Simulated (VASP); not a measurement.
# CdF2 (Immm) in VASP: further runs, part 3 of 3

VASP 6.6.1. The steps go on from the part before.

**5. Single point, PBE (engineering shear strain xy -0.2200, normal strain along z -0.0133)**

INCAR

```
PREC     = Accurate       # precision mode
ENCUT    = 520            # plane-wave cutoff, eV
EDIFF    = 1E-6           # SCF threshold, eV
ISMEAR   = 0              # smearing method
SIGMA    = 0.05           # smearing width, eV
LREAL    = False          # projectors in reciprocal space
LASPH    = True           # aspherical terms in the spheres
NELM     = 100            # most SCF steps
ALGO     = Normal         # electronic algorithm
ISIF     = 2              # what is computed and relaxed
LWAVE    = False          # write WAVECAR
LCHARG   = False          # write CHGCAR
GGA      = PE             # functional
NBANDS   = 20             # bands
```

KPOINTS

```
regular mesh
0
Gamma
  8 8 8
```

POSCAR

```
CdF2
1.0
   -0.3014297579      2.7402705265      2.7038249285
    2.7402705265     -0.3014297579      2.7038249285
    2.4388407686      2.4388407686      0.0000000000
Cd F
1 2
Direct
    0.0000000000      0.0000000000      0.0000000000
    0.2500000000      0.2500000000      0.2500000000
    0.7500000000      0.7500000000      0.7500000000
```

Potentials or basis: VASP PAW PBE potentials, release 64 (Cd, F).

Run with:

```console
$ cat potpaw_PBE.64/Cd/POTCAR potpaw_PBE.64/F/POTCAR > POTCAR
$ mpirun -np 1 vasp_std > vasp.out
```

OUTCAR:

```text
PREC = Accurate
   ENCUT = 520
   EDIFF = 1E-6
   ISMEAR = 0
   LREAL = False
   LASPH = True
   NELM = 100
   ISIF = 2
   GGA = PE

 ion  position               nearest neighbor table
   1  0.000  0.000  0.000-   3 2.19   2 2.19   3 2.19   2 2.19   3 2.54   3 2.54   2 2.54   2 2.54

   2  0.250  0.250  0.250-   1 2.19   1 2.19   1 2.54   1 2.54
   3  0.750  0.750  0.750-   1 2.19   1 2.19   1 2.54   1 2.54

  LATTYP: Found a body centered orthorhombic cell.
 ALAT       =     3.4490416914
 B/A-ratio  =     1.2471910112
 C/A-ratio  =     1.5678702494

  Lattice vectors:

 A1 = (   0.3014297579,  -2.7402705265,  -2.7038249285)
 A2 = (  -0.3014297579,   2.7402705265,  -2.7038249285)
 A3 = (   2.7402705265,  -0.3014297579,   2.7038249285)

Analysis of symmetry for initial positions (statically):
=====================================================================
 Subroutine PRICEL returns:
 Original cell was already a primitive cell.

 Routine SETGRP: Setting up the symmetry group for a
 body centered orthorhombic supercell.

 Subroutine GETGRP returns: Found  8 space group operations
[... 166 lines left out ...]
  energy without entropy =      -10.70477452  energy(sigma->0) =      -10.70477452

 E-fermi :  -0.9708     XC(G=0): -10.2503

 val. band max:       -1.1819822943   @ k =   0.5000   0.5000   0.0000
 cond. band min:       1.6892588797   @ k =   0.0000   0.0000   0.0000
 fundamental gap:      2.8712411739
 Fermi energy:        -0.9707519954

 k-point     1 :       0.0000    0.0000    0.0000
  band No.  band energies     occupation
      1     -22.2918      2.00000
      2     -21.2942      2.00000
      3      -7.2550      2.00000
      4      -7.1972      2.00000
      5      -6.9417      2.00000
      6      -5.9162      2.00000
[... 541 lines left out ...]
     19      18.5122      0.00000
     20      18.7346      0.00000

 [... further k-points ...]

------------------------ aborting loop because EDIFF is reached ----------------------------------------

  FORCE on cell =-STRESS in cart. coord.  units (eV):
  Direction    XX          YY          ZZ          XY          YZ          ZX
  --------------------------------------------------------------------------------------
  -------------------------------------------------------------------------------------
  Total        1.9227938      1.9227938      2.2743442      1.8809967      0.0000000      0.0000000
  in kB       76.7953391     76.7953391     90.8360727     75.1259848      0.0000000      0.0000000
  external PRESSURE =      81.4755837 kB  Pullay stress =       0.0000000 kB

 VOLUME and BASIS-vectors are now :
 -----------------------------------------------------------------------------
  energy-cutoff  :      520.00
  volume of cell :       40.12
      direct lattice vectors                 reciprocal lattice vectors
    -0.301429758  2.740270526  2.703824929    -0.164381745  0.164381745  0.184923216
     2.740270526 -0.301429758  2.703824929     0.164381745 -0.164381745  0.184923216
     2.438840769  2.438840769  0.000000000     0.205015435  0.205015435 -0.184923216

 POSITION                                       TOTAL-FORCE (eV/Angst)
 -----------------------------------------------------------------------------------
      0.00000      0.00000      0.00000         0.000000      0.000000      0.000000
      1.21942      1.21942      1.35191        -0.000000     -0.000000      0.645840
      3.65826      3.65826      4.05574         0.000000      0.000000     -0.645840
 -----------------------------------------------------------------------------------
    total drift:                                0.000000     -0.000000      0.000000

  FREE ENERGIE OF THE ION-ELECTRON SYSTEM (eV)
  ---------------------------------------------------
  free  energy   TOTEN  =       -10.7047745182 eV

  energy  without entropy=      -10.7047745182  energy(sigma->0) =      -10.70477452
```

OSZICAR:

```text
N       E                     dE             d eps       ncg     rms          rms(c)
DAV:   1     0.194435783794E+03    0.19444E+03   -0.15563E+04  3952   0.132E+03
DAV:   2    -0.422720966270E+01   -0.19866E+03   -0.19144E+03  4152   0.341E+02
DAV:   3    -0.123972974138E+02   -0.81701E+01   -0.81470E+01  4344   0.758E+01
DAV:   4    -0.124331886234E+02   -0.35891E-01   -0.35889E-01  4132   0.512E+00
DAV:   5    -0.124333214382E+02   -0.13281E-03   -0.13281E-03  4328   0.280E-01    0.111E+01
DAV:   6    -0.106718586612E+02    0.17615E+01   -0.40634E+00  4956   0.382E+01    0.807E+00
DAV:   7    -0.107207712943E+02   -0.48913E-01   -0.95365E-01  3892   0.888E+00    0.463E+00
DAV:   8    -0.107146211529E+02    0.61501E-02   -0.15638E-01  3932   0.375E+00    0.755E-01
DAV:   9    -0.107040603597E+02    0.10561E-01   -0.41303E-02  4716   0.254E+00    0.943E-02
DAV:  10    -0.107046489865E+02   -0.58863E-03   -0.33111E-03  3920   0.625E-01    0.126E-01
DAV:  11    -0.107047532289E+02   -0.10424E-03   -0.13328E-04  4184   0.114E-01    0.385E-02
DAV:  12    -0.107047725376E+02   -0.19309E-04   -0.35842E-05  3952   0.514E-02    0.227E-02
DAV:  13    -0.107047746097E+02   -0.20721E-05   -0.60503E-06  4120   0.206E-02    0.406E-03
DAV:  14    -0.107047745182E+02    0.91491E-07   -0.49367E-07  3356   0.946E-03
   1 F= -.10704775E+02 E0= -.10704775E+02  d E =-.986407E-12
```

stdout:

```text
POSCAR found type information on POSCAR CdF
 POSCAR found :  2 types and       3 ions
 scaLAPACK will be used
 LDA part: xc-table for (Slater+PW92), standard interpolation
 POSCAR, INCAR and KPOINTS ok, starting setup
 FFT: planning ... GRIDC
 FFT: planning ... GRID_SOFT
 FFT: planning ... GRID
 WAVECAR not read
 entering main loop
```

Wall time 43 s (1 thread of Intel Xeon Platinum 8488C (Sapphire Rapids), shared host); peak memory 0.21 GiB.

What came out:

* Free energy: -10.7048 eV
* Pressure: 8.1 GPa
* Largest force: 0.646 eV/Å
* Band gap on the k mesh: 2.87 eV (least direct gap 3.13 eV)

Forces in eV/Å, atoms in the order of the input:
```
Cd   0.000  0.000  0.000
F    0.000  0.000  0.646
F    0.000  0.000 -0.646
```

Caveat: the cell differs from its parent crystal (engineering shear strain xy -0.2200, normal strain along z -0.0133); the cell stands under pressure.

**6. Overview**

| cell | gap on the mesh (eV) | pressure (GPa) | largest force (eV/Å) |
| --- | --- | --- | --- |
| a = 3.804, b = 3.804, c = 3.591 Å, angles 61.8, 61.8, 66.3°, 3 atoms | 2.96 | 8.0 | 0.47 |
| a = 3.836, b = 3.836, c = 3.449 Å, angles 63.3, 63.3, 68.2°, 3 atoms | 2.89 | 10.0 | 0.74 |
| a = 3.829, b = 3.829, c = 3.591 Å, angles 62.0, 62.0, 65.8°, 3 atoms | 2.93 | 6.2 | 0.40 |
| a = 3.861, b = 3.861, c = 3.449 Å, angles 63.5, 63.5, 67.7°, 3 atoms | 2.87 | 8.1 | 0.65 |

Alike in all rows: task single point; level PBE; potentials or basis VASP PAW PBE potentials, release 64 (Cd, F); no spin polarisation; k mesh 8 × 8 × 8; cutoff (eV) 520; smearing gaussian 0.05 eV.

Caveats: the cell stands under pressure.

Absolute energies hang on the potentials; compare differences alone.
